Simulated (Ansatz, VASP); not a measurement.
**BN in VASP and in Ansatz**

```
B N
1.0
     2.50518    0.00000    0.00000
    -1.25259    2.16955    0.00000
     0.00000    0.00000    4.21384
B N
2 2
Direct
  0.33333 0.66667 0.99983
  0.66667 0.33333 0.49983
  0.33333 0.66667 0.37417
  0.66667 0.33333 0.87417
```

Change from the starting cell: strained cell.

Alike in both runs: functional r2SCAN; k mesh 9 × 9 × 6; occupations gaussian, width 0.02 eV; no spin polarisation.

Ansatz relaxed the structure, and its values are those at the end. VASP's run is a single point on that final structure, the one shown.

|  | VASP | Ansatz |
| --- | --- | --- |
| version | VASP 6.6.1 | Ansatz 0.2.0 |
| potentials or method | VASP PAW PBE potentials, release 64 (B, N), cutoff 520 eV | scalar-relativistic, plane waves, PAW |
| valence electrons in the cell | 16 | 16 |

Ansatz gave:

```
gap on the k mesh at the Fermi level (eV) : 5.62
least direct gap on the mesh (eV)         : 8.93
pressure (GPa)                            : 11.8
rms of the force components (eV/Å)        : 0.001
```

Q: What did VASP give for the same quantities?

A: gap on the k mesh at the Fermi level (eV): 5.59; least direct gap on the mesh (eV): 8.91; pressure (GPa): 13.4; rms of the force components (eV/Å): 0.007.

VASP's potentials were made for PBE, not for r2SCAN. Ansatz's warnings: stress scf threshold loose.
